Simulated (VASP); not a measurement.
Crystal: ZrS.

```
CELL_PARAMETERS angstrom
0.00000 2.52806 2.52806
2.52806 0.00000 2.52806
2.52806 2.52806 0.00000
ATOMIC_POSITIONS crystal
Zr 0.00000 0.00000 0.00000
S 0.50000 0.50000 0.50000
```

Base run:

```yaml
Program: VASP 6.6.1
Functional: LDA
Potentials_or_basis: VASP PAW LDA potentials, release 64 (Zr_sv, S)
Cutoff: 520 eV
k_mesh: 16 × 16 × 16
Occupations: gaussian, width 0.15 eV
Spin: collinear spin
Starting_moments: "[0.4, 0.0] μB"
Fixed_moment: 0.4 μB
```

Its results: pressure 8.7 GPa; site moments Zr +0.23; S +0.02 μB.

Question: The run is repeated on the same cell with these changes: fixed moment from 0.4 μB to 0.1 μB; moments at the start from [0.4, 0.0] to [0.1, 0.0]. What comes out?

Answer: Pressure 8.1 GPa; site moments Zr +0.06; S +0.01 μB.

Caveats: the cell stands under pressure; the total moment is fixed, so each spin has its own Fermi level and the state may be an excited one.
